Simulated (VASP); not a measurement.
# HfC (P6_3/mmc) in VASP: notebook

Aim: see how the results for HfC move with the level of theory and the settings. Levels: PBE, r2SCAN. Tasks: single point.

All numbers are computed with VASP 6.6.1; they aren't measurements. Logs are shortened: lines on timing, memory, paths and dates and some standing lists are left out, and cuts for length are marked.

## (1) The cell of the first run

It takes space group P6_3/mmc (No. 194, hexagonal). The conventional cell has a = 3.381 Å, b = 3.381 Å, c = 5.917 Å, α = 90.00°, β = 90.00°, γ = 120.00°. Within 3.2 Å of Hf (site symmetry -3m) lie 6 C at 2.45 Å and 2 Hf at 2.96 Å. Within 3.2 Å of C (site symmetry -6m2) lie 6 Hf at 2.45 Å.

## (2) Single point, PBE (14.65 Å³/atom)

File INCAR:

```
SYSTEM = HfC
  PREC = Accurate
  ENCUT = 520
  EDIFF = 1E-6
  ISMEAR = 0
  SIGMA = 0.05
  LREAL = .FALSE.
  LASPH = .TRUE.
  NELM = 100
  ALGO = Normal
  ISIF = 2
  LWAVE = .FALSE.
  LCHARG = .FALSE.
  GGA = PE
  NBANDS = 22
```

File KPOINTS:

```
regular mesh
0
G
  12 12 6
  0 0 0
```

File POSCAR:

```
HfC
1.0
    3.3813190900      0.0000000000      0.0000000000
   -1.6906595450      2.9283082302      0.0000000000
    0.0000000000      0.0000000000      5.9169161030
Hf C
2 2
Direct
    0.0000000000      0.0000000000      0.0000000000
    0.0000000000      0.0000000000      0.5000000000
    0.3333333333      0.6666666667      0.2500000000
    0.6666666667      0.3333333333      0.7500000000
```

Potentials or basis: VASP PAW PBE potentials, release 64 (Hf_pv, C).

Command:

```console
> cat potpaw_PBE.64/Hf_pv/POTCAR potpaw_PBE.64/C/POTCAR > POTCAR
> mpirun -np 1 vasp_std > vasp.out
```

OUTCAR:

```text
SYSTEM = HfC
   PREC = Accurate
   ENCUT = 520
   EDIFF = 1E-6
   ISMEAR = 0
   LREAL = .FALSE.
   LASPH = .TRUE.
   NELM = 100
   ISIF = 2
   GGA = PE

 ion  position               nearest neighbor table
   1  0.000  0.000  0.000-   3 2.45   4 2.45   3 2.45   4 2.45   4 2.45   3 2.45   2 2.96   2 2.96

   2  0.000  0.000  0.500-   3 2.45   4 2.45   3 2.45   4 2.45   4 2.45   3 2.45   1 2.96   1 2.96

   3  0.333  0.667  0.250-   1 2.45   2 2.45   1 2.45   2 2.45   1 2.45   2 2.45
   4  0.667  0.333  0.750-   1 2.45   2 2.45   1 2.45   2 2.45   1 2.45   2 2.45

  LATTYP: Found a hexagonal cell.
 ALAT       =     3.3813190900
 C/A-ratio  =     1.7498839789

  Lattice vectors:

 A1 = (   3.3813190900,   0.0000000000,   0.0000000000)
 A2 = (  -1.6906595450,   2.9283082302,   0.0000000000)
 A3 = (   0.0000000000,   0.0000000000,   5.9169161030)

Analysis of symmetry for initial positions (statically):
=====================================================================
 Subroutine PRICEL returns:
 Original cell was already a primitive cell.

 Routine SETGRP: Setting up the symmetry group for a
 hexagonal supercell.

 Subroutine GETGRP returns: Found 24 space group operations
 (whereof 12 operations were pure point group operations)
 out of a pool of 24 trial point group operations.

The static configuration has the point symmetry D_3d.
 The point group associated with its full space group is D_6h.

Analysis of symmetry for dynamics (positions and initial velocities):
=====================================================================
 Subroutine PRICEL returns:
 Original cell was already a primitive cell.

 Routine SETGRP: Setting up the symmetry group for a
 hexagonal supercell.

 Subroutine GETGRP returns: Found 24 space group operations
 (whereof 12 operations were pure point group operations)
 out of a pool of 24 trial point group operations.

The dynamic configuration has the point symmetry D_3d.
 The point group associated with its full space group is D_6h.

 Subroutine INISYM returns: Found 24 space group operations
 (whereof 12 operations are pure point group operations),
 and found     1 'primitive' translations

----------------------------------------------------------------------------------------

                                     Primitive cell

  volume of cell :      58.5866

  direct lattice vectors                    reciprocal lattice vectors
     3.381319090  0.000000000  0.000000000     0.295742571  0.170747053  0.000000000
    -1.690659545  2.928308230  0.000000000     0.000000000  0.341494106  0.000000000
     0.000000000  0.000000000  5.916916103     0.000000000  0.000000000  0.169006959

  length of vectors
     3.381319090  3.381319090  5.916916103     0.341494106  0.341494106  0.169006959

  position of ions in fractional coordinates (direct lattice)
     0.000000000  0.000000000  0.000000000
     0.000000000  0.000000000  0.500000000
     0.333333333  0.666666667  0.250000000
     0.666666667  0.333333333  0.750000000

  ion indices of the primitive-cell ions
   primitive index   ion index
                 1           1
                 2           2
                 3           3
                 4           4

----------------------------------------------------------------------------------------

 KPOINTS: regular mesh

Automatic generation of k-mesh.
 Grid dimensions read from file:
 generate k-points for:   12   12    6

 Generating k-lattice:

  Cartesian coordinates                     Fractional coordinates (reciprocal lattice)
     0.024645214  0.014228921  0.000000000     0.083333333 -0.000000000  0.000000000
     0.000000000  0.028457842  0.000000000     0.000000000  0.083333333  0.000000000
     0.000000000  0.000000000  0.028167827     0.000000000  0.000000000  0.166666667

  Length of vectors
     0.028457842  0.028457842  0.028167827

  Shift w.r.t. Gamma in fractional coordinates (k-lattice)
     0.000000000  0.000000000  0.000000000

 Subroutine IBZKPT returns following result:
 ===========================================

 Found     76 irreducible k-points:

 Following reciprocal coordinates:
            Coordinates               Weight
  0.000000  0.000000  0.000000      1.000000
  0.083333  0.000000  0.000000      6.000000
  0.166667 -0.000000  0.000000      6.000000
  0.250000 -0.000000  0.000000      6.000000
  0.333333 -0.000000  0.000000      6.000000
  0.416667 -0.000000  0.000000      6.000000
[... 16 lines left out ...]
  0.250000 -0.000000  0.166667     12.000000
  0.333333 -0.000000  0.166667     12.000000
 [... further k-points ...]
   k-points           NKPTS =     76   k-points in BZ     NKDIM =     76   number of bands    NBANDS=     22
   number of dos      NEDOS =    301   number of ions     NIONS =      4
   total plane-waves  NPLWV =  37632
   dimension x,y,z NGX =    28 NGY =   28 NGZ =   48
   dimension x,y,z NGXF=    56 NGYF=   56 NGZF=   96
   ions per type =               2   2
   NGX,Y,Z   is equivalent  to a cutoff of  13.77, 13.77, 13.49 a.u.
   NGXF,Y,Z  is equivalent  to a cutoff of  27.53, 27.53, 26.97 a.u.
 SYSTEM =  HfC
   PREC   = accura    normal or accurate (medium, high low for compatibility)
   ISTART =      0    job   : 0-new  1-cont  2-samecut
   ICHARG =      2    charge: 1-file 2-atom 10-const
   ISPIN  =      1    spin polarized calculation?
   LNONCOLLINEAR =      F non collinear calculations
   LSORBIT =      F    spin-orbit coupling
   LASPH  =      T    aspherical Exc in radial PAW
   ENCUT  =  520.0 eV  38.22 Ry    6.18 a.u.   6.29  6.29 11.00*2*pi/ulx,y,z
   NELM   =    100;   NELMIN=  2; NELMDL= -5     # of ELM steps
   EDIFF  = 0.1E-05   stopping-criterion for ELM
   LREAL  =      F    real-space projection
   EDIFFG = 0.1E-04   stopping-criterion for IOM
   NSW    =      0    number of steps for IOM
   IBRION =     -1    ionic relax: 0-MD 1-quasi-New 2-CG
   NFREE  =      0    steps in history (QN), initial steepest desc. (CG)
   ISIF   =      2    stress and relaxation
   ISYM   =      2    0-nonsym 1-usesym 2-fastsym
   POTIM  = 0.5000    time-step for ionic-motion
   TEBEG  =    0.0;   TEEND  =   0.0 temperature during run
   PSTRESS=    0.0 pullay stress
   NELECT =      28.0000    total number of electrons
   NUPDOWN=      -1.0000    fix difference up-down
   EMIN   =  10.00;   EMAX   =-10.00  energy-range for DOS
   EFERMI =   0.00;   METHOD = LEGACY
   ISMEAR =     0;   SIGMA  =   0.05  broadening in eV -4-tet -1-fermi 0-gaus
   EFERMI_NEDOS =   21; number of points for ismear=-14 and -15
   IALGO  =     38    algorithm
   IMIX   =      4    mixing-type and parameters
     AMIX     =   0.40;   BMIX     =  1.00
     AMIX_MAG =   1.60;   BMIX_MAG =  1.00
  volume/ion in A,a.u.               =      14.65        98.84
  Fermi-wavevector in a.u.,A,eV,Ry     =   1.279955  2.418764 22.290220  1.638285
  Thomas-Fermi vector in A             =   2.412411
   LORBIT       =      0    0 simple, 1 ext, 2 COOP (PROOUT), +10 PAW based schemes
   GGA     = PE    functional components
   LHFCALC =     F    Hartree Fock is set to
   AEXX    =    0.0000 exact exchange contribution
   IVDW    =     0    specifies the selected vdW correction
   LEPSILON=     F    determine dielectric tensor
   LRPA    =     F    only Hartree local field effects (RPA)
 non-spin polarized calculation
 Gauss-broadening in eV      SIGMA  =   0.05
  energy-cutoff  :      520.00
  volume of cell :       58.59
 maximum number of plane-waves:      1594
 NGX is ok and might be reduce to    28
   NGX = 13   NGY = 13   NGZ = 23

 number of electron      28.0000003 magnetization

 Free energy of the ion-electron system (eV)
  ---------------------------------------------------
  ext. energy  EPLUGINS =         0.00000000
  ---------------------------------------------------
  free energy    TOTEN  =       -39.63594040 eV

  energy without entropy =      -39.63408298  energy(sigma->0) =      -39.63501169

 E-fermi :   4.6619     XC(G=0): -11.4973

 val. band max:        4.6517423926   @ k =   0.2500  -0.0000   0.1667
 cond. band min:       4.6683953405   @ k =   0.5000  -0.0000   0.1667
 fundamental gap:      0.0166529479
 Fermi energy:         4.6618687677

 k-point     1 :       0.0000    0.0000    0.0000
  band No.  band energies     occupation
      1     -26.0231      2.00000
      2     -25.5444      2.00000
      3     -25.5444      2.00000
      4     -25.4597      2.00000
      5     -25.4597      2.00000
      6     -25.1973      2.00000
[... 14 lines left out ...]
     21      10.3416      0.00000
     22      10.3416      0.00000

 k-point     2 :       0.0833    0.0000    0.0000
  band No.  band energies     occupation
      1     -26.0177      2.00000
      2     -25.5697      2.00000
      3     -25.5502      2.00000
      4     -25.4821      2.00000
      5     -25.4649      2.00000
      6     -25.1946      2.00000
[... 14 lines left out ...]
     21      10.4104      0.00000
     22      10.4807      0.00000

 k-point     3 :       0.1667   -0.0000    0.0000
  band No.  band energies     occupation
      1     -26.0031      2.00000
      2     -25.6381      2.00000
      3     -25.5659      2.00000
      4     -25.5427      2.00000
      5     -25.4789      2.00000
      6     -25.1871      2.00000
[... 14 lines left out ...]
     21      10.7727      0.00000
     22      11.2698      0.00000

 k-point     4 :       0.2500   -0.0000    0.0000
  band No.  band energies     occupation
      1     -25.9830      2.00000
      2     -25.7299      2.00000
      3     -25.6244      2.00000
      4     -25.5872      2.00000
      5     -25.4979      2.00000
      6     -25.1769      2.00000
[... 14 lines left out ...]
     21      11.2244      0.00000
     22      11.3512      0.00000

 k-point     5 :       0.3333   -0.0000    0.0000
  band No.  band energies     occupation
      1     -25.9629      2.00000
      2     -25.8198      2.00000
      3     -25.7049      2.00000
      4     -25.6085      2.00000
      5     -25.5169      2.00000
      6     -25.1666      2.00000
[... 14 lines left out ...]
     21      11.1642      0.00000
     22      11.3572      0.00000

 k-point     6 :       0.4167   -0.0000    0.0000
  band No.  band energies     occupation
      1     -25.9485      2.00000
      2     -25.8842      2.00000
      3     -25.7630      2.00000
      4     -25.6240      2.00000
      5     -25.5307      2.00000
      6     -25.1591      2.00000
[... 14 lines left out ...]
     21      11.2754      0.00000
     22      11.4493      0.00000

 k-point     7 :       0.5000   -0.0000    0.0000
  band No.  band energies     occupation
      1     -25.9437      2.00000
      2     -25.9070      2.00000
      3     -25.7841      2.00000
      4     -25.6296      2.00000
      5     -25.5358      2.00000
      6     -25.1564      2.00000
[... 324 lines left out ...]
      6     -25.2563      2.00000
[... 14 lines left out ...]
     21      10.1842      0.00000
     22      10.3523      0.00000

 k-point    21 :       0.0833    0.0000    0.1667
  band No.  band energies     occupation
      1     -25.9659      2.00000
      2     -25.5639      2.00000
      3     -25.5445      2.00000
      4     -25.4880      2.00000
      5     -25.4706      2.00000
      6     -25.2533      2.00000
[... 14 lines left out ...]
     21      10.1811      0.00000
     22      10.5646      0.00000

 k-point    22 :       0.1667   -0.0000    0.1667
  band No.  band energies     occupation
      1     -25.9517      2.00000
      2     -25.6318      2.00000
      3     -25.5601      2.00000
      4     -25.5491      2.00000
      5     -25.4847      2.00000
      6     -25.2452      2.00000
[... 14 lines left out ...]
     21      10.2170      0.00000
     22      10.9423      0.00000

 k-point    23 :       0.2500   -0.0000    0.1667
  band No.  band energies     occupation
      1     -25.9322      2.00000
      2     -25.7230      2.00000
      3     -25.6314      2.00000
      4     -25.5813      2.00000
      5     -25.5040      2.00000
      6     -25.2342      2.00000
[... 14 lines left out ...]
     21      10.3724      0.00000
     22      11.3475      0.00000

 k-point    24 :       0.3333   -0.0000    0.1667
  band No.  band energies     occupation
      1     -25.9128      2.00000
      2     -25.8122      2.00000
      3     -25.7125      2.00000
      4     -25.6024      2.00000
      5     -25.5231      2.00000
      6     -25.2232      2.00000
[... 14 lines left out ...]
     21      10.5551      0.00000
     22      11.5892      0.00000

 [... further k-points ...]

------------------------ aborting loop because EDIFF is reached ----------------------------------------

  FORCE on cell =-STRESS in cart. coord.  units (eV):
  Direction    XX          YY          ZZ          XY          YZ          ZX
  --------------------------------------------------------------------------------------
  -------------------------------------------------------------------------------------
  Total       -6.2461472     -6.2461472     -6.3715491      0.0000000      0.0000000      0.0000000
  in kB     -170.8143858   -170.8143858   -174.2437720      0.0000000      0.0000000      0.0000000
  external PRESSURE =    -171.9575145 kB  Pullay stress =       0.0000000 kB

 VOLUME and BASIS-vectors are now :
 -----------------------------------------------------------------------------
  energy-cutoff  :      520.00
  volume of cell :       58.59
      direct lattice vectors                 reciprocal lattice vectors
     3.381319090  0.000000000  0.000000000     0.295742571  0.170747053  0.000000000
    -1.690659545  2.928308230  0.000000000     0.000000000  0.341494106  0.000000000
     0.000000000  0.000000000  5.916916103     0.000000000  0.000000000  0.169006959

 POSITION                                       TOTAL-FORCE (eV/Angst)
 -----------------------------------------------------------------------------------
      0.00000      0.00000      0.00000         0.000000      0.000000      0.000000
      0.00000      0.00000      2.95846         0.000000      0.000000      0.000000
     -0.00000      1.95221      1.47923         0.000000      0.000000     -0.000000
      1.69066      0.97610      4.43769        -0.000000      0.000000      0.000000
 -----------------------------------------------------------------------------------
    total drift:                               -0.000000     -0.000000      0.000000

  FREE ENERGIE OF THE ION-ELECTRON SYSTEM (eV)
  ---------------------------------------------------
  free  energy   TOTEN  =       -39.6359404030 eV

  energy  without entropy=      -39.6340829819  energy(sigma->0) =      -39.63501169
```

It took 3.2 min on 1 thread of AMD EPYC 7R13, shared host; peak memory 0.24 GiB.

Results:

```
Free energy            : -39.6359 eV
Pressure               : -17.2 GPa
Band gap on the k mesh : zero (bands 14 and 15 overlap by 1.44 eV)
```

Levels at points of the mesh, in eV from the Fermi level:
```csv
k point,band 10,band 11,band 12,band 13,band 14,band 15,band 16,band 17,band 18,band 19
"(0.00, 0.00, 0.00)",-2.02,-2.02,-0.93,0.77,1.31,1.31,1.96,1.96,2.11,2.11
"(0.50, 0.00, 0.00)",-3.25,-2.23,-1.78,-1.07,-0.86,0.25,2.09,4.94,5.00,5.01
"(0.00, 0.00, 0.50)",-2.92,-1.00,-1.00,-1.00,-1.00,2.64,2.64,2.92,2.92,2.92
"(0.50, 0.00, 0.50)",-4.04,-1.72,-1.72,-1.20,-1.20,1.10,1.10,5.28,5.28,5.37
```

Caveat: the cell stands under tension; spin-orbit coupling is left out, which moves the levels of the heavy elements.

(Continued in part 2 of 2.)

The gap in the log of VASP goes by the Fermi energy; the results here count the filled bands.